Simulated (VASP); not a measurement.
# KCl (I4/mmm) in VASP: notebook

KCl is run at these levels: PBEsol; tasks: electric field gradients.

All numbers are computed with VASP 6.6.1; they aren't measurements. Logs are shortened: lines on timing, memory, paths and dates and some standing lists are left out, and cuts for length are marked.

**1. The cell of the first run**

The structure is tetragonal, space group I4/mmm (No. 139). The conventional cell has a = 4.463 Å, b = 4.463 Å, c = 6.375 Å, α = 90.00°, β = 90.00°, γ = 90.00°. K (site symmetry 4/mmm) has 6 Cl at 3.16 to 3.19 Å within 4.2 Å. Within 4.2 Å of Cl (site symmetry 4/mmm) lie 6 K at 3.16 to 3.19 Å.

**2. Electric field gradients, PBEsol (zz strain of +1 %)**

File INCAR:

```
SYSTEM = KCl
PREC     = Accurate       ! precision mode
ENCUT    = 520            ! plane-wave cutoff, eV
EDIFF    = 1E-8           ! SCF threshold, eV
ISMEAR   = -1             ! smearing method
SIGMA    = 0.03           ! smearing width, eV
LREAL    = .FALSE.        ! projectors in reciprocal space
LASPH    = .TRUE.         ! aspherical terms in the spheres
NELM     = 80             ! most SCF steps
ALGO     = Normal         ! electronic algorithm
ISIF     = 2              ! what is computed and relaxed
LWAVE    = .FALSE.        ! write WAVECAR
LCHARG   = .FALSE.        ! write CHGCAR
GGA      = PS             ! functional
LEFG     = .TRUE.       
NBANDS   = 15             ! bands
```

File KPOINTS:

```
Automatic mesh
0
G
  7 7 7
  0 0 0
```

File POSCAR:

```
KCl
1.0
    0.0000000000      3.1561000000      3.1876610000
    3.1561000000      0.0000000000      3.1876610000
    3.1561000000      3.1561000000      0.0000000000
K Cl
1 1
Direct
    0.0000000000      0.0000000000      0.0000000000
    0.5000000000      0.5000000000      0.5000000000
```

Potentials or basis: VASP PAW PBE potentials, release 64 (K_sv, Cl).

Command:

```
$ cat potpaw_PBE.64/K_sv/POTCAR potpaw_PBE.64/Cl/POTCAR > POTCAR
$ mpirun -np 1 vasp_std > vasp.out
```

OUTCAR:

```text
SYSTEM = KCl
   PREC = Accurate
   ENCUT = 520
   EDIFF = 1E-8
   ISMEAR = -1
   LREAL = .FALSE.
   LASPH = .TRUE.
   NELM = 80
   ISIF = 2
   GGA = PS

 ion  position               nearest neighbor table
   1  0.000  0.000  0.000-   2 3.16   2 3.16   2 3.16   2 3.16   2 3.19   2 3.19
   2  0.500  0.500  0.500-   1 3.16   1 3.16   1 3.16   1 3.16   1 3.19   1 3.19

  LATTYP: Found a body centered tetragonal cell.
 ALAT       =     4.4633994242
 C/A-ratio  =     1.4283556980

  Lattice vectors:

 A1 = (  -3.1561000000,   0.0000000000,   3.1876610000)
 A2 = (   3.1561000000,   0.0000000000,   3.1876610000)
 A3 = (   0.0000000000,   3.1561000000,  -3.1876610000)

Analysis of symmetry for initial positions (statically):
=====================================================================
 Subroutine PRICEL returns:
 Original cell was already a primitive cell.

 Routine SETGRP: Setting up the symmetry group for a
 body centered tetragonal supercell.

 Subroutine GETGRP returns: Found 16 space group operations
 (whereof 16 operations were pure point group operations)
 out of a pool of 16 trial point group operations.

The static configuration has the point symmetry D_4h.

Analysis of symmetry for dynamics (positions and initial velocities):
=====================================================================
 Subroutine PRICEL returns:
 Original cell was already a primitive cell.

 Routine SETGRP: Setting up the symmetry group for a
 body centered tetragonal supercell.

 Subroutine GETGRP returns: Found 16 space group operations
 (whereof 16 operations were pure point group operations)
 out of a pool of 16 trial point group operations.

The dynamic configuration has the point symmetry D_4h.

 Subroutine INISYM returns: Found 16 space group operations
 (whereof 16 operations are pure point group operations),
 and found     1 'primitive' translations

----------------------------------------------------------------------------------------

                                     Primitive cell

  volume of cell :      63.5044

  direct lattice vectors                    reciprocal lattice vectors
     0.000000000  3.156100000  3.187661000    -0.158423371  0.158423371  0.156854822
     3.156100000  0.000000000  3.187661000     0.158423371 -0.158423371  0.156854822
     3.156100000  3.156100000  0.000000000     0.158423371  0.158423371 -0.156854822

  length of vectors
     4.485771936  4.485771936  4.463399424     0.273494724  0.273494724  0.273494724

  position of ions in fractional coordinates (direct lattice)
     0.000000000  0.000000000  0.000000000
     0.500000000  0.500000000  0.500000000

  ion indices of the primitive-cell ions
   primitive index   ion index
                 1           1
                 2           2

----------------------------------------------------------------------------------------

 KPOINTS: Automatic mesh

Automatic generation of k-mesh.
 Grid dimensions read from file:
 generate k-points for:    7    7    7

 Generating k-lattice:

  Cartesian coordinates                     Fractional coordinates (reciprocal lattice)
    -0.022631910  0.022631910  0.022407832     0.142857143 -0.000000000  0.000000000
     0.022631910 -0.022631910  0.022407832    -0.000000000  0.142857143  0.000000000
     0.022631910  0.022631910 -0.022407832     0.000000000  0.000000000  0.142857143

  Length of vectors
     0.039070675  0.039070675  0.039070675

  Shift w.r.t. Gamma in fractional coordinates (k-lattice)
     0.000000000  0.000000000  0.000000000

 Subroutine IBZKPT returns following result:
 ===========================================

 Found     40 irreducible k-points:

 Following reciprocal coordinates:
            Coordinates               Weight
  0.000000  0.000000  0.000000      1.000000
  0.142857  0.000000  0.000000      8.000000
  0.285714  0.000000  0.000000      8.000000
  0.428571 -0.000000  0.000000      8.000000
  0.142857  0.142857  0.000000      2.000000
  0.285714  0.142857  0.000000      8.000000
[... 16 lines left out ...]
  0.428571  0.285714  0.142857      8.000000
 -0.428571  0.285714  0.142857     16.000000
 [... further k-points ...]
   k-points           NKPTS =     40   k-points in BZ     NKDIM =     40   number of bands    NBANDS=     15
   number of dos      NEDOS =    301   number of ions     NIONS =      2
   total plane-waves  NPLWV =  46656
   dimension x,y,z NGX =    36 NGY =   36 NGZ =   36
   dimension x,y,z NGXF=    72 NGYF=   72 NGZF=   72
   ions per type =               1   1
   NGX,Y,Z   is equivalent  to a cutoff of  13.34, 13.34, 13.41 a.u.
   NGXF,Y,Z  is equivalent  to a cutoff of  26.68, 26.68, 26.82 a.u.
 SYSTEM =  KCl
   PREC   = accura    normal or accurate (medium, high low for compatibility)
   ISTART =      0    job   : 0-new  1-cont  2-samecut
   ICHARG =      2    charge: 1-file 2-atom 10-const
   ISPIN  =      1    spin polarized calculation?
   LNONCOLLINEAR =      F non collinear calculations
   LSORBIT =      F    spin-orbit coupling
   LASPH  =      T    aspherical Exc in radial PAW
   ENCUT  =  520.0 eV  38.22 Ry    6.18 a.u.   8.34  8.34  8.30*2*pi/ulx,y,z
   NELM   =     80;   NELMIN=  2; NELMDL= -5     # of ELM steps
   EDIFF  = 0.1E-07   stopping-criterion for ELM
   LREAL  =      F    real-space projection
   EDIFFG = 0.1E-06   stopping-criterion for IOM
   NSW    =      0    number of steps for IOM
   IBRION =     -1    ionic relax: 0-MD 1-quasi-New 2-CG
   NFREE  =      0    steps in history (QN), initial steepest desc. (CG)
   ISIF   =      2    stress and relaxation
   ISYM   =      2    0-nonsym 1-usesym 2-fastsym
   POTIM  = 0.5000    time-step for ionic-motion
   TEBEG  =    0.0;   TEEND  =   0.0 temperature during run
   PSTRESS=    0.0 pullay stress
   NELECT =      16.0000    total number of electrons
   NUPDOWN=      -1.0000    fix difference up-down
   EMIN   =  10.00;   EMAX   =-10.00  energy-range for DOS
   EFERMI =   0.00;   METHOD = LEGACY
   ISMEAR =    -1;   SIGMA  =   0.03  broadening in eV -4-tet -1-fermi 0-gaus
   EFERMI_NEDOS =   21; number of points for ismear=-14 and -15
   IALGO  =     38    algorithm
   IMIX   =      4    mixing-type and parameters
     AMIX     =   0.40;   BMIX     =  1.00
     AMIX_MAG =   1.60;   BMIX_MAG =  1.00
  volume/ion in A,a.u.               =      31.75       214.27
  Fermi-wavevector in a.u.,A,eV,Ry     =   1.033984  1.953946 14.546287  1.069122
  Thomas-Fermi vector in A             =   2.168257
   LORBIT       =      0    0 simple, 1 ext, 2 COOP (PROOUT), +10 PAW based schemes
   GGA     = PS    functional components
   LHFCALC =     F    Hartree Fock is set to
   AEXX    =    0.0000 exact exchange contribution
   IVDW    =     0    specifies the selected vdW correction
   LEPSILON=     F    determine dielectric tensor
   LRPA    =     F    only Hartree local field effects (RPA)
 non-spin polarized calculation
  energy-cutoff  :      520.00
  volume of cell :       63.50
 maximum number of plane-waves:      1730
 NGX is ok and might be reduce to    36
   NGX = 17   NGY = 17   NGZ = 17

 number of electron      15.9999999 magnetization

 Free energy of the ion-electron system (eV)
  ---------------------------------------------------
  ext. energy  EPLUGINS =         0.00000000
  ---------------------------------------------------
  free energy    TOTEN  =        -7.01801216 eV

  energy without entropy =       -7.01801216  energy(sigma->0) =       -7.01801216

 E-fermi :  -1.3651     XC(G=0):  -7.6373

 val. band max:       -1.9776337865   @ k =   0.0000   0.0000   0.0000
 cond. band min:       2.9835483633   @ k =   0.0000   0.0000   0.0000
 fundamental gap:      4.9611821498
 Fermi energy:        -1.3650781932

 k-point     1 :       0.0000    0.0000    0.0000
  band No.  band energies     occupation
      1     -29.0707      2.00000
      2     -14.0491      2.00000
      3     -12.5967      2.00000
      4     -12.5964      2.00000
      5     -12.5964      2.00000
      6      -1.9832      2.00000
      7      -1.9776      2.00000
      8      -1.9776      2.00000
      9       2.9835      0.00000
     10       6.2649      0.00000
     11       6.3294      0.00000
     12       6.3294      0.00000
     13       7.1586      0.00000
     14       7.2044      0.00000
     15      10.7079      0.00000

 k-point     2 :       0.1429    0.0000    0.0000
  band No.  band energies     occupation
      1     -29.0688      2.00000
      2     -14.0859      2.00000
      3     -12.5987      2.00000
      4     -12.5978      2.00000
      5     -12.5500      2.00000
      6      -2.2216      2.00000
      7      -2.0445      2.00000
      8      -2.0415      2.00000
      9       3.4612      0.00000
     10       6.1477      0.00000
     11       6.5411      0.00000
     12       6.5798      0.00000
     13       7.4265      0.00000
     14       7.4760      0.00000
     15      11.4515      0.00000

 k-point     3 :       0.2857    0.0000    0.0000
  band No.  band energies     occupation
      1     -29.0646      2.00000
      2     -14.1614      2.00000
      3     -12.6032      2.00000
      4     -12.6011      2.00000
      5     -12.4522      2.00000
      6      -2.6781      2.00000
      7      -2.1800      2.00000
      8      -2.1788      2.00000
      9       4.5075      0.00000
     10       6.0703      0.00000
     11       7.2476      0.00000
     12       7.2800      0.00000
     13       8.1413      0.00000
     14       8.2013      0.00000
     15      11.1153      0.00000
[... 343 lines left out ...]
 k-point    23 :       0.4286    0.2857    0.1429
  band No.  band energies     occupation
      1     -29.0618      2.00000
      2     -14.1175      2.00000
      3     -12.6419      2.00000
      4     -12.6166      2.00000
      5     -12.4895      2.00000
      6      -2.7194      2.00000
      7      -2.2432      2.00000
      8      -2.2144      2.00000
      9       5.1612      0.00000
     10       5.4266      0.00000
     11       7.9284      0.00000
     12       7.9568      0.00000
     13       8.2944      0.00000
     14       8.6644      0.00000
     15       9.9173      0.00000

 k-point    24 :      -0.4286    0.2857    0.1429
  band No.  band energies     occupation
      1     -29.0593      2.00000
      2     -14.1196      2.00000
      3     -12.6572      2.00000
      4     -12.6349      2.00000
      5     -12.4712      2.00000
      6      -2.7641      2.00000
      7      -2.3707      2.00000
      8      -2.3037      2.00000
      9       5.6519      0.00000
     10       6.0275      0.00000
     11       7.6848      0.00000
     12       8.1910      0.00000
     13       8.7670      0.00000
     14       9.2777      0.00000
     15       9.7626      0.00000

 [... further k-points ...]

------------------------ aborting loop because EDIFF is reached ----------------------------------------

  FORCE on cell =-STRESS in cart. coord.  units (eV):
  Direction    XX          YY          ZZ          XY          YZ          ZX
  --------------------------------------------------------------------------------------
  -------------------------------------------------------------------------------------
  Total       -0.2273046     -0.2273046     -0.3406808      0.0000000      0.0000000     -0.0000000
  in kB       -5.7347596     -5.7347596     -8.5951734      0.0000000      0.0000000     -0.0000000
  external PRESSURE =      -6.6882309 kB  Pullay stress =       0.0000000 kB

 VOLUME and BASIS-vectors are now :
 -----------------------------------------------------------------------------
  energy-cutoff  :      520.00
  volume of cell :       63.50
      direct lattice vectors                 reciprocal lattice vectors
     0.000000000  3.156100000  3.187661000    -0.158423371  0.158423371  0.156854822
     3.156100000  0.000000000  3.187661000     0.158423371 -0.158423371  0.156854822
     3.156100000  3.156100000  0.000000000     0.158423371  0.158423371 -0.156854822

 POSITION                                       TOTAL-FORCE (eV/Angst)
 -----------------------------------------------------------------------------------
      0.00000      0.00000      0.00000        -0.000000      0.000000      0.000000
      3.15610      3.15610      3.18766         0.000000     -0.000000     -0.000000
 -----------------------------------------------------------------------------------
    total drift:                                0.000000      0.000000      0.000000

  FREE ENERGIE OF THE ION-ELECTRON SYSTEM (eV)
  ---------------------------------------------------
  free  energy   TOTEN  =        -7.0180121601 eV

  energy  without entropy=       -7.0180121601  energy(sigma->0) =       -7.01801216

 Electric field gradients (V/A^2)
---------------------------------------------------------------------
 ion       V_xx      V_yy      V_zz      V_xy      V_xz      V_yz
---------------------------------------------------------------------
   1      -0.872    -0.872     1.744    -0.000    -0.000    -0.000
   2      -0.419    -0.419     0.838    -0.000    -0.000    -0.000
---------------------------------------------------------------------

 Electric field gradients after diagonalization (V/A^2)
 (convention: |V_zz| > |V_xx| > |V_yy|)
----------------------------------------------------------------------
 ion       V_xx      V_yy      V_zz     asymmetry (V_yy - V_xx)/ V_zz
----------------------------------------------------------------------
   1      -0.872    -0.872     1.744       0.000
   2      -0.419    -0.419     0.838       0.000
----------------------------------------------------------------------

           NMR quadrupolar parameters

 Cq : quadrupolar parameter    Cq=e*Q*V_zz/h
 eta: asymmetry parameters     (V_yy - V_xx)/ V_zz
 Q  : nuclear electric quadrupole moment in mb (millibarn)
----------------------------------------------------------------------
 ion       Cq(MHz)       eta       Q (mb)
----------------------------------------------------------------------
   1       0.004       0.000       1.000
   2       0.002       0.000       1.000
----------------------------------------------------------------------
```

Wall time 45 s (1 thread of Intel Xeon 8259CL, shared host); peak memory 0.22 GiB.

Results:

| Property | Result |
| --- | --- |
| Free energy | -7.0180 eV |
| Pressure | -0.7 GPa |
| Band gap on the k mesh | 4.96 eV |
| Largest electric field gradient by atom | K +1.7; Cl +0.8 V/Å² |

Electric field gradients, principal values (V/Å²):
| atom | least | middle | greatest (by size) |
| --- | --- | --- | --- |
| 1 K | -0.872 | -0.872 | 1.744 |
| 2 Cl | -0.419 | -0.419 | 0.838 |

Caveat: the cell differs from its parent crystal (zz strain of +1 %); without QUAD_EFG the Cq values of the log hold for a quadrupole moment of 1 mb, not for the nuclei; the PAW data sets were made with another functional, which shifts forces and pressure a little; an odd mesh through Γ misses points on the zone boundary, where band edges can lie.

(Continued in part 2 of 3.)
